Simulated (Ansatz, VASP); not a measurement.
## Two plane-wave programs on MgO

```
Mg O
1.0
     0.00000    2.05925    2.05925
     2.05925    0.00000    2.05925
     2.05925    2.05925    0.00000
Mg O
1 1
Direct
  0.00000 0.00000 0.00000
  0.50000 0.50000 0.50000
```

Alike in both runs: task single point; functional r2SCAN; k mesh 10 × 10 × 10; occupations gaussian, width 0.02 eV; no spin polarisation.

```csv
,VASP,Ansatz
version,VASP 6.6.1,Ansatz 0.2.0
potentials or method,"VASP PAW PBE potentials, release 64 (Mg_sv, O), cutoff 750 eV","scalar-relativistic, plane waves, PAW"
valence electrons in the cell,16,16
```

Ansatz gave:

```
gap on the k mesh at the Fermi level (eV) : 6.34
least direct gap on the mesh (eV)         : 6.34
pressure (GPa)                            : 11.7
```

**Question.** Estimate VASP's values.

**Answer.** gap on the k mesh at the Fermi level (eV): 6.36; least direct gap on the mesh (eV): 6.36; pressure (GPa): 11.3.

VASP's potentials were made for PBE, not for r2SCAN. With one functional, cell and mesh, what is left measures potentials, basis and numerics.
